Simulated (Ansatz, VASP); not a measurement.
Ir: VASP beside Ansatz

```
Ir
1.0
     0.00000    1.89090    1.94850
     1.89090    0.00000    1.94850
     1.89090    1.89090    0.00000
Ir
1
Direct
  0.00000 0.00000 0.00000
```

Change from the starting cell: strain -0.015 along x and y, +0.015 along z, atoms carried along.

Alike in both runs: task single point; functional PBEsol; k mesh 22 × 22 × 22; occupations gaussian, width 0.15 eV; no spin polarisation.

|  | VASP | Ansatz |
| --- | --- | --- |
| version | VASP 6.6.1 | Ansatz 0.2.0 |
| potentials or method | VASP PAW PBE potentials, release 64 (Ir), cutoff 520 eV | scalar-relativistic, plane waves, PAW |
| valence electrons in the cell | 9 | 17 |

VASP gave:

* gap on the k mesh at the Fermi level (eV): none
* pressure (GPa): 4.7
* traceless stress, the component that is largest in VASP (GPa): -7.97

What did Ansatz give for the same quantities?

gap on the k mesh at the Fermi level (eV): none; pressure (GPa): 3.6; traceless stress, the component that is largest in VASP (GPa): -7.99.

VASP's potentials were made for PBE, not for PBEsol. A gap of «none» marks a metal or a gap that the smearing closes. With one functional, cell and mesh, what is left measures potentials, basis and numerics. VASP's potentials hold 9 valence electrons a cell and Ansatz's 17, so a difference there can come from the potentials and not from the codes.

Neither program's run includes spin-orbit coupling.
